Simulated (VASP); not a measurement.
# TiO2 (TiO2 (I4_1/amd)) (C2/c) in VASP: settings compared

TiO2 (TiO2 (I4_1/amd)) is run at these levels: LDA, PBE; tasks: single point.

Everything below comes from runs of VASP 6.6.1. Logs are shortened: lines on timing, memory, paths and dates and some standing lists are left out, and cuts for length are marked.

## (1) The cell of the first run

Symmetry: C2/c, No. 15, monoclinic system. The conventional cell has a = 5.372 Å, b = 5.372 Å, c = 5.545 Å, α = 90.00°, β = 118.97°, γ = 90.00°. Within 2.5 Å of Ti (site symmetry 2) lie 6 O at 1.92 to 2.00 Å. O (site symmetry 1) has 3 Ti at 1.92 to 2.00 Å and 2 O at 2.47 Å within 2.5 Å.

## (2) Single point, LDA

Contents of INCAR:

```
SYSTEM = TiO2
PREC = Accurate ; ENCUT = 600
EDIFF = 1E-6 ; ISMEAR = -1
SIGMA = 0.01 ; LREAL = .False.
LASPH = .True. ; NELM = 120
ALGO = Normal ; ISIF = 2
LWAVE = .False. ; LCHARG = .False.
GGA = CA ; NBANDS = 33
GGA_COMPAT = .False.
```

Contents of KPOINTS:

```
Automatic mesh
0
Gamma
  2 2 1
  0.25 0.25 0.25
```

Contents of POSCAR:

```
TiO2
1.0
    0.0000000000     -3.7985033750      0.0000000000
    3.7985033750      0.0000000000      0.0000000000
   -1.8992516900      1.8992516900      4.8515712600
Ti O
2 4
Direct
    0.7575693045      0.2424306955      0.5000000000
    0.9924306955      0.0075693045      0.0000000000
    0.9490688619      0.4564928675      0.9125258454
    0.2064928675      0.1990688619      0.4125258454
    0.5435071325      0.0509311381      0.0874741546
    0.8009311381      0.7935071325      0.5874741546
```

Potentials or basis: VASP PAW LDA potentials, release 64 (Ti_sv, O).

Launch:

```bash
$ cat potpaw_LDA.64/Ti_sv/POTCAR potpaw_LDA.64/O/POTCAR > POTCAR
$ mpirun -np 1 vasp_std > vasp.out
```

OUTCAR:

```text
SYSTEM = TiO2
   PREC = Accurate
   ENCUT = 600
   EDIFF = 1E-6
   ISMEAR = -1
   LREAL = .False.
   LASPH = .True.
   NELM = 120
   ISIF = 2
   GGA = CA

 ion  position               nearest neighbor table
   1  0.758  0.242  0.500-   4 1.92   6 1.92   6 1.97   4 1.97   3 2.00   5 2.00
   2  0.992  0.008  0.000-   3 1.92   5 1.92   5 1.97   3 1.97   6 2.00   4 2.00
   3  0.949  0.456  0.913-   2 1.92   2 1.97   1 2.00
   4  0.206  0.199  0.413-   1 1.92   1 1.97   2 2.00
   5  0.544  0.051  0.087-   2 1.92   2 1.97   1 2.00
   6  0.801  0.794  0.587-   1 1.92   1 1.97   2 2.00

  LATTYP: Found a body centered tetragonal cell.
 ALAT       =     3.7985033750
 C/A-ratio  =     2.5544646304

  Lattice vectors:

 A1 = (  -1.8992516850,  -1.8992516900,  -4.8515712600)
 A2 = (   1.8992516900,   1.8992516850,  -4.8515712600)
 A3 = (   1.8992516850,  -1.8992516850,   4.8515712600)

Analysis of symmetry for initial positions (statically):
=====================================================================
 Subroutine PRICEL returns:
 Original cell was already a primitive cell.

 Routine SETGRP: Setting up the symmetry group for a
 body centered tetragonal supercell.

 Subroutine GETGRP returns: Found  4 space group operations
 (whereof  2 operations were pure point group operations)
 out of a pool of 16 trial point group operations.

The static configuration has the point symmetry C_2 .
 The point group associated with its full space group is C_2h.

Analysis of symmetry for dynamics (positions and initial velocities):
=====================================================================
 Subroutine PRICEL returns:
 Original cell was already a primitive cell.

 Routine SETGRP: Setting up the symmetry group for a
 body centered tetragonal supercell.

 Subroutine GETGRP returns: Found  4 space group operations
 (whereof  2 operations were pure point group operations)
 out of a pool of 16 trial point group operations.

The dynamic configuration has the point symmetry C_2 .
 The point group associated with its full space group is C_2h.

 Subroutine INISYM returns: Found  4 space group operations
 (whereof  2 operations are pure point group operations),
 and found     1 'primitive' translations

----------------------------------------------------------------------------------------

                                     Primitive cell

  volume of cell :      70.0015

  direct lattice vectors                    reciprocal lattice vectors
     0.000000000 -3.798503375  0.000000000     0.000000000 -0.263261580  0.103059395
     3.798503375  0.000000000  0.000000000     0.263261580  0.000000000  0.103059395
    -1.899251690  1.899251690  4.851571260     0.000000000  0.000000000  0.206118790

  length of vectors
     3.798503375  3.798503375  5.545453783     0.282715225  0.282715225  0.206118790

  position of ions in fractional coordinates (direct lattice)
     0.757569305  0.242430695  0.500000000
     0.992430695  0.007569305  0.000000000
     0.949068862  0.456492868  0.912525845
     0.206492868  0.199068862  0.412525845
     0.543507132  0.050931138  0.087474155
     0.800931138  0.793507132  0.587474155

  ion indices of the primitive-cell ions
   primitive index   ion index
                 1           1
                 2           2
                 3           3
                 4           4
                 5           5
                 6           6

----------------------------------------------------------------------------------------

 KPOINTS: Automatic mesh

Automatic generation of k-mesh.
 Grid dimensions read from file:
 generate k-points for:    2    2    1

 Generating k-lattice:

  Cartesian coordinates                     Fractional coordinates (reciprocal lattice)
     0.000000000 -0.131630790  0.051529698     0.500000000  0.000000000  0.000000000
     0.131630790  0.000000000  0.051529698     0.000000000  0.500000000  0.000000000
     0.000000000  0.000000000  0.206118790     0.000000000  0.000000000  1.000000000

  Length of vectors
     0.141357613  0.141357613  0.206118790

  Shift w.r.t. Gamma in fractional coordinates (k-lattice)
     0.250000000  0.250000000  0.250000000

 -----------------------------------------------------------------------------
|                                                                             |
|           W    W    AA    RRRRR   N    N  II  N    N   GGGG   !!!           |
|           W    W   A  A   R    R  NN   N  II  NN   N  G    G  !!!           |
|           W    W  A    A  R    R  N N  N  II  N N  N  G       !!!           |
|           W WW W  AAAAAA  RRRRR   N  N N  II  N  N N  G  GGG   !            |
|           WW  WW  A    A  R   R   N   NN  II  N   NN  G    G                |
|           W    W  A    A  R    R  N    N  II  N    N   GGGG   !!!           |
|                                                                             |
|     Your reciprocal lattice and k-lattice belong to different lattice       |
|     classes:                                                                |
|                                                                             |
|        The reciprocal lattice is body-centered tetragonal,                  |
|        whereas your k-lattice is base-centered monoclinic.                  |
|                                                                             |
|     Results are often still useful ...                                      |
|                                                                             |
 -----------------------------------------------------------------------------

 WARNING: IBZKPT: internal override: KBLOWUP is changed to .FALSE.
      ... skipping the blow-up phase ...

 Subroutine IBZKPT returns following result:
 ===========================================

 Found      3 irreducible k-points:

 Following reciprocal coordinates:
            Coordinates               Weight
  0.125000  0.125000  0.250000      1.000000
 -0.375000  0.125000  0.250000      2.000000
 -0.375000 -0.375000  0.250000      1.000000
   k-points           NKPTS =      3   k-points in BZ     NKDIM =      3   number of bands    NBANDS=     33
   number of dos      NEDOS =    301   number of ions     NIONS =      6
   total plane-waves  NPLWV =  43200
   dimension x,y,z NGX =    30 NGY =   30 NGZ =   48
   dimension x,y,z NGXF=    60 NGYF=   60 NGZF=   96
   ions per type =               2   4
   NGX,Y,Z   is equivalent  to a cutoff of  13.13, 13.13, 14.39 a.u.
   NGXF,Y,Z  is equivalent  to a cutoff of  26.26, 26.26, 28.78 a.u.
 SYSTEM =  TiO2
   PREC   = accura    normal or accurate (medium, high low for compatibility)
   ISTART =      0    job   : 0-new  1-cont  2-samecut
   ICHARG =      2    charge: 1-file 2-atom 10-const
   ISPIN  =      1    spin polarized calculation?
   LNONCOLLINEAR =      F non collinear calculations
   LSORBIT =      F    spin-orbit coupling
   LASPH  =      T    aspherical Exc in radial PAW
   ENCUT  =  600.0 eV  44.10 Ry    6.64 a.u.   7.59  7.59 11.08*2*pi/ulx,y,z
   NELM   =    120;   NELMIN=  2; NELMDL= -5     # of ELM steps
   EDIFF  = 0.1E-05   stopping-criterion for ELM
   LREAL  =      F    real-space projection
   EDIFFG = 0.1E-04   stopping-criterion for IOM
   NSW    =      0    number of steps for IOM
   IBRION =     -1    ionic relax: 0-MD 1-quasi-New 2-CG
   NFREE  =      0    steps in history (QN), initial steepest desc. (CG)
   ISIF   =      2    stress and relaxation
   ISYM   =      2    0-nonsym 1-usesym 2-fastsym
   POTIM  = 0.5000    time-step for ionic-motion
   TEBEG  =    0.0;   TEEND  =   0.0 temperature during run
   PSTRESS=    0.0 pullay stress
   NELECT =      48.0000    total number of electrons
   NUPDOWN=      -1.0000    fix difference up-down
   EMIN   =  10.00;   EMAX   =-10.00  energy-range for DOS
   EFERMI =   0.00;   METHOD = LEGACY
   ISMEAR =    -1;   SIGMA  =   0.01  broadening in eV -4-tet -1-fermi 0-gaus
   EFERMI_NEDOS =   21; number of points for ismear=-14 and -15
   IALGO  =     38    algorithm
   IMIX   =      4    mixing-type and parameters
     AMIX     =   0.40;   BMIX     =  1.00
     AMIX_MAG =   1.60;   BMIX_MAG =  1.00
  volume/ion in A,a.u.               =      11.67        78.73
  Fermi-wavevector in a.u.,A,eV,Ry     =   1.443620  2.728045 28.355051  2.084037
  Thomas-Fermi vector in A             =   2.562007
   LORBIT       =      0    0 simple, 1 ext, 2 COOP (PROOUT), +10 PAW based schemes
   GGA     = CA    functional components
   LHFCALC =     F    Hartree Fock is set to
   AEXX    =    0.0000 exact exchange contribution
   IVDW    =     0    specifies the selected vdW correction
   LEPSILON=     F    determine dielectric tensor
   LRPA    =     F    only Hartree local field effects (RPA)
 non-spin polarized calculation
  energy-cutoff  :      600.00
  volume of cell :       70.00
 maximum number of plane-waves:      2354
 NGX is ok and might be reduce to    30
   NGX = 15   NGY = 15   NGZ = 23

 number of electron      48.0000004 magnetization

 Free energy of the ion-electron system (eV)
  ---------------------------------------------------
  ext. energy  EPLUGINS =         0.00000000
  ---------------------------------------------------
  free energy    TOTEN  =       -58.76996101 eV

  energy without entropy =      -58.76996101  energy(sigma->0) =      -58.76996101

 E-fermi :   2.9376     XC(G=0): -11.2001

 val. band max:        2.6438236999   @ k =  -0.3750  -0.3750   0.2500
 cond. band min:       5.4433656624   @ k =   0.1250   0.1250   0.2500
 fundamental gap:      2.7995419625
 Fermi energy:         2.9376084552

 k-point     1 :       0.1250    0.1250    0.2500
  band No.  band energies     occupation
      1     -52.8681      2.00000
      2     -52.8457      2.00000
      3     -29.6470      2.00000
      4     -29.5463      2.00000
      5     -29.5161      2.00000
      6     -29.4742      2.00000
[... 25 lines left out ...]
     32       8.3607      0.00000
     33       8.8544      0.00000

 k-point     2 :      -0.3750    0.1250    0.2500
  band No.  band energies     occupation
      1     -52.8716      2.00000
      2     -52.8390      2.00000
      3     -29.7091      2.00000
      4     -29.6018      2.00000
      5     -29.5174      2.00000
      6     -29.4838      2.00000
[... 25 lines left out ...]
     32       9.1604      0.00000
     33       9.2595      0.00000

 k-point     3 :      -0.3750   -0.3750    0.2500
  band No.  band energies     occupation
      1     -52.8648      2.00000
      2     -52.8425      2.00000
      3     -29.7164      2.00000
      4     -29.6374      2.00000
      5     -29.5487      2.00000
      6     -29.5233      2.00000
[... 25 lines left out ...]
     32       9.3082      0.00000
     33       9.8647      0.00000

------------------------ aborting loop because EDIFF is reached ----------------------------------------

  FORCE on cell =-STRESS in cart. coord.  units (eV):
  Direction    XX          YY          ZZ          XY          YZ          ZX
  --------------------------------------------------------------------------------------
  -------------------------------------------------------------------------------------
  Total       -4.4750432     -4.4750432     -4.7066436     -0.1905409      0.2982795     -0.2982793
  in kB     -102.4236778   -102.4236778   -107.7244900     -4.3610530      6.8269478     -6.8269415
  external PRESSURE =    -104.1906152 kB  Pullay stress =       0.0000000 kB

 VOLUME and BASIS-vectors are now :
 -----------------------------------------------------------------------------
  energy-cutoff  :      600.00
  volume of cell :       70.00
      direct lattice vectors                 reciprocal lattice vectors
     0.000000000 -3.798503375  0.000000000     0.000000000 -0.263261580  0.103059395
     3.798503375  0.000000000  0.000000000     0.263261580  0.000000000  0.103059395
    -1.899251690  1.899251690  4.851571260     0.000000000  0.000000000  0.206118790

 POSITION                                       TOTAL-FORCE (eV/Angst)
 -----------------------------------------------------------------------------------
     -0.02875     -1.92800      2.42579         0.025695      0.025695      0.000000
      0.02875     -3.76975      0.00000        -0.025695     -0.025695      0.000000
      0.00087     -1.87193      4.42718         0.001674      0.017264     -0.172968
     -0.02733     -0.00087      2.00140        -0.017264     -0.001674     -0.172968
      0.02733     -1.89838      0.42439         0.017264      0.001674      0.172968
      1.89838     -1.92658      2.85017        -0.001674     -0.017264      0.172968
 -----------------------------------------------------------------------------------
    total drift:                               -0.000000     -0.000000     -0.000000

  FREE ENERGIE OF THE ION-ELECTRON SYSTEM (eV)
  ---------------------------------------------------
  free  energy   TOTEN  =       -58.7699610103 eV

  energy  without entropy=      -58.7699610103  energy(sigma->0) =      -58.76996101
```

Run time: 11 s. Hardware: 1 thread of AMD EPYC 7R13 (Zen 3), shared host; peak memory 0.13 GiB.

Results:

- Free energy: -58.7700 eV
- Pressure: -10.4 GPa
- Largest force: 0.174 eV/Å
- Band gap on the k mesh: 2.80 eV, indirect (least direct gap 3.11 eV)

Forces in eV/Å, atoms in the order of the input:
```
Ti   0.026  0.026  0.000
Ti  -0.026 -0.026  0.000
O    0.002  0.017 -0.173
O   -0.017 -0.002 -0.173
O    0.017  0.002  0.173
O   -0.002 -0.017  0.173
```

Caveat: the k points lie up to 1.30 Å⁻¹ apart.

(Continued in part 2 of 2.)
